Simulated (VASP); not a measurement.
A run of VASP 6.6.1 is set up as follows.

The input INCAR:

```
PREC = Accurate ; ENCUT = 500
EDIFF = 1E-7 ; ISMEAR = 0
SIGMA = 0.1 ; LREAL = False
LASPH = True ; NELM = 120
ALGO = Normal ; ISIF = 3
LWAVE = False ; LCHARG = False
IBRION = 2 ; NSW = 100
EDIFFG = -0.05 ; GGA_COMPAT = False
NELMIN = 4
```

The input KPOINTS:

```
Automatic mesh
0
Gamma
  8 8 8
```

Contents of POSCAR:

```
Ta
1.0
   -1.6549278100      1.6549278100      1.6549278100
    1.6549278100     -1.6549278100      1.6549278100
    1.6549278100      1.6549278100     -1.6549278100
Ta
1
Direct
    0.0000000000      0.0000000000      0.0000000000
```

Potentials or basis: VASP PAW LDA potentials, release 64 (Ta_sv_GW).

Run with:

```console
$ cat potpaw_LDA.64/Ta_sv_GW/POTCAR > POTCAR
$ mpirun -np 1 vasp_std > vasp.out
```

(1) Estimate the relaxed volume.

(2) Estimate the relaxed cell.

(3) Predict the space group after relaxing (to 0.05 Å).

## Answers

(1) 17.11 Å³/atom.

(2) a = 2.812 Å, b = 2.812 Å, c = 2.812 Å, α = 109.47°, β = 109.47°, γ = 109.47°.

(3) Im-3m (No. 229).
